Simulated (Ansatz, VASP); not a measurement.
## Two plane-wave programs on Br

```
Br
1.0
     3.06622   -2.19178    0.00000
     3.06622    2.19178    0.00000
     0.00000    0.00000    8.66996
Br
4
Cartesian
  3.0662 -1.4674 1.0749
  3.0662 -0.7244 5.4098
  3.0662 1.4674 7.5951
  3.0662 0.7244 3.2601
```

Alike in both runs: task single point; functional PBEsol; k mesh 8 × 8 × 4; occupations gaussian, width 0.02 eV; no spin polarisation.

```csv
,VASP,Ansatz
version,VASP 6.6.1,Ansatz 0.2.0
potentials or method,"VASP PAW PBE potentials, release 64 (Br), cutoff 520 eV","scalar-relativistic, plane waves, PAW"
valence electrons in the cell,28,28
```

```tsv
	VASP	Ansatz	Ansatz less VASP
gap on the k mesh at the Fermi level (eV)	0.71	0.71	-0.001
least direct gap on the mesh (eV)	1.05	1.04	-0.002
pressure (GPa)	-3.6	-3.6	-0.02
traceless stress, the component that is largest in VASP (GPa)	6.20	6.22	+0.023
rms of the force components (eV/Å)	0.559	0.562	+0.0029
```

VASP's potentials were made for PBE, not for PBEsol. Atom by atom the forces differ by 0.003 eV/Å (rms over components).
